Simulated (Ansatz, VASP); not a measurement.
## PbS in VASP and in Ansatz

```xyz
2
Lattice="0.0000 2.9650 2.9650 2.9650 0.0000 2.9650 2.9650 2.9650 0.0000" Properties=species:S:1:pos:R:3 pbc="T T T"
Pb    2.9650    2.9650    2.9650
S     0.0000    0.0000    0.0000
```

Alike in both runs: task relaxation of cell and atoms; functional PBE; k mesh 10 × 10 × 10; occupations gaussian, width 0.02 eV; no spin polarisation.

|  | VASP | Ansatz |
| --- | --- | --- |
| version | VASP 6.6.1 | Ansatz 0.2.0 |
| potentials or method | VASP PAW PBE potentials, release 64 (Pb_d, S), cutoff 600 eV | scalar-relativistic, plane waves, PAW |
| valence electrons in the cell | 20 | 20 |

|  | VASP | Ansatz | Ansatz less VASP |
| --- | --- | --- | --- |
| gap on the k mesh at the Fermi level, each at its own relaxed structure (eV) | 0.50 | 0.49 | -0.005 |
| relaxed volume (Å³/atom) | 27.10 | 27.12 | +0.019 |
| relaxed length of the cell vector where the two differ most in proportion (Å) | 4.248 | 4.249 | +0.0010 |

Spin-orbit coupling is off throughout.
